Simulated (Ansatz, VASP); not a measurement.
# TeMo2: VASP beside Ansatz

```xyz
3
Lattice="2.2544 1.3016 3.4415 -2.2544 1.3016 3.4415 0.0000 -2.6031 3.4415" Properties=species:S:1:pos:R:3 pbc="T T T"
Te    0.0000    0.0000    5.8446
Mo    0.0000    0.0000    8.5699
Mo    0.0000    0.0000    0.7633
```

Alike in both runs: functional PBE; k mesh 5 × 5 × 5; occupations gaussian, width 0.2 eV; no spin polarisation.

Ansatz relaxed the structure, and its values are those at the end. VASP's run is a single point on that final structure, the one shown.

|  | VASP | Ansatz |
| --- | --- | --- |
| version | VASP 6.6.1 | Ansatz 0.2.0 |
| potentials or method | VASP PAW PBE potentials, release 64 (Te, Mo_sv), cutoff 500 eV | scalar-relativistic, plane waves, PAW |
| valence electrons in the cell | 34 | 44 |

|  | VASP | Ansatz | Ansatz less VASP |
| --- | --- | --- | --- |
| gap on the k mesh at the Fermi level (eV) | none | none | - |
| pressure (GPa) | 0.5 | 0.3 | -0.16 |
| rms of the force components (eV/Å) | 0.028 | 0.027 | -0.0009 |

A gap of «none» marks a metal or a gap that the smearing closes. With one functional, cell and mesh, what is left measures potentials, basis and numerics. VASP's potentials hold 34 valence electrons a cell and Ansatz's 44, so a difference there can come from the potentials and not from the codes.

Spin-orbit coupling is off throughout.
